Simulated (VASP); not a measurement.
AlN, 4 atoms in the cell. It takes space group P6_3/mmc (No. 194, hexagonal). The conventional cell has a = 3.242 Å, b = 3.242 Å, c = 4.057 Å, α = 90.00°, β = 90.00°, γ = 120.00°. Al (site symmetry -6m2) has 5 N at 1.87 to 2.03 Å within 2.5 Å. N (site symmetry -6m2) has 5 Al at 1.87 to 2.03 Å within 2.5 Å. 

| Quantity | Value |
| --- | --- |
| Program | VASP 6.6.1 |
| Task | single point |
| Functional | PBEsol |
| Potentials or basis | VASP PAW PBE potentials, release 64 (Al, N) |
| Cutoff | 520 eV |
| k mesh | 9 × 9 × 6 |
| Occupations | gaussian, width 0.05 eV |
| Spin | no spin polarisation |
| Dipole correction | no |
| Further INCAR settings | ALGO = Normal; EDIFF = 1e-06; NBANDS = 16 |

Potentials or basis: VASP PAW PBE potentials, release 64 (Al, N).

The run is started by

```console
$ cat potpaw_PBE.64/Al/POTCAR potpaw_PBE.64/N/POTCAR > POTCAR
$ mpirun -np 1 vasp_std > vasp.out
```

Hardware: 1 thread of AMD EPYC 7R13 Processor (Zen 3), with other jobs on the host.

Question: How long does it take, and how much memory?

Answer: It took 19 s on 1 thread of AMD EPYC 7R13 Processor (Zen 3), on a shared host, peak memory 0.12 GiB. Counts: scf iterations 13, k points 48.
